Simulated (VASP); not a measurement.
A run of VASP 6.6.1 is set up as follows.

File INCAR:

```
PREC = Accurate
ENCUT = 520
EDIFF = 1E-7
ISMEAR = -1
SIGMA = 0.05
LREAL = False
LASPH = True
NELM = 150
ALGO = Normal
ISIF = 2
LWAVE = False
LCHARG = False
ISPIN = 2
MAGMOM = 1 2 0 0
LORBIT = 11
LMAXMIX = 4
NBANDS = 28
```

File KPOINTS:

```
Automatic mesh
0
Gamma
  9 9 6
```

The input POSCAR:

```
CoNiO2
1.0
    3.0539998252      0.0000000000      0.0000000000
    0.0000000000      3.0539998252      0.0000000000
    0.0000000000      0.0000000000      4.2778477534
Ni Co O
1 1 2
Direct
    0.0000000000      0.0000000000      0.0000000000
    0.5000000000      0.5000000000      0.5000000000
    0.0000000000      0.0000000000      0.5000000000
    0.5000000000      0.5000000000      0.0000000000
```

Potentials or basis: VASP PAW LDA potentials, release 64 (Ni, Co, O).

Command:

```bash
$ cat potpaw_LDA.64/Ni/POTCAR potpaw_LDA.64/Co/POTCAR potpaw_LDA.64/O/POTCAR > POTCAR
$ mpirun -np 1 vasp_std > vasp.out
```

(1) Estimate the site moments.

(2) Predict the net moment.

(3) Predict the pressure.

## Answers

(1) Ni +0.65; Co +2.45; O +0.24, +0.17 μB.

(2) 3.60 μB per cell.

(3) -27.3 GPa.

Caveat: the cell stands under tension.
